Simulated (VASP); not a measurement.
Here is a VASP 6.6.1 calculation.

File INCAR:

```
SYSTEM = SnPb3S4
PREC = Accurate
ENCUT = 500
EDIFF = 1E-7
ISMEAR = 0
SIGMA = 0.1
LREAL = .FALSE.
LASPH = .TRUE.
NELM = 120
ALGO = Normal
ISIF = 3
LWAVE = .FALSE.
LCHARG = .FALSE.
GGA = PE
IBRION = 2
NSW = 80
EDIFFG = -0.001
GGA_COMPAT = .FALSE.
NELMIN = 4
KPAR = 4
```

KPOINTS

```
Automatic mesh
0
G
  6 6 10
  0 0 0
```

Contents of POSCAR:

```
SnPb3S4
1.0
    4.2222416596     -5.9714614823      0.0000000000
    4.2222416596      5.9714614823      0.0000000000
    0.0000000000      0.0000000000      4.2227604187
Sn Pb S
1 3 4
Direct
    0.5000000000      0.5000000000      0.5000000000
    0.0000000000      0.5000000000      0.0000000000
    0.5000000000      0.0000000000      0.0000000000
    0.0000000000      0.0000000000      0.5000000000
    0.2553445210      0.2553445210      0.0000000000
    0.7446554790      0.7446554790      0.0000000000
    0.2527165305      0.7472834695      0.5000000000
    0.7472834695      0.2527165305      0.5000000000
```

Potentials or basis: VASP PAW PBE potentials, release 64 (Sn_d, Pb_d, S).

Command:

```bash
$ cat potpaw_PBE.64/Sn_d/POTCAR potpaw_PBE.64/Pb_d/POTCAR potpaw_PBE.64/S/POTCAR > POTCAR
$ mpirun -np 4 vasp_std > vasp.out
```

What does it give for the relaxed volume?

26.58 Å³/atom.

Estimate the space group after relaxing (to 0.1 Å).

Cmmm (No. 65).

Estimate the band gap on the k mesh.

0.04 eV.

Estimate the relaxed cell.

a = 7.310 Å, b = 7.310 Å, c = 4.221 Å, α = 90.00°, β = 90.00°, γ = 109.47°.

Final structure:
```xyz
8
Lattice="4.2208 -5.9686 0.0000 4.2208 5.9686 0.0000 0.0000 0.0000 4.2205" Properties=species:S:1:pos:R:3 pbc="T T T"
Sn    4.2208    0.0000    2.1103
Pb    2.1104    2.9843    4.2205
Pb    2.1104   -2.9843    4.2205
Pb    0.0000    0.0000    2.1103
S     2.1555    0.0000    0.0000
S     6.2861    0.0000    4.2205
S     4.2208    2.9516    2.1103
S     4.2208   -2.9516    2.1103
```

Caveat: spin-orbit coupling is left out, which moves the levels of the heavy elements. A k mesh can miss the band edges.
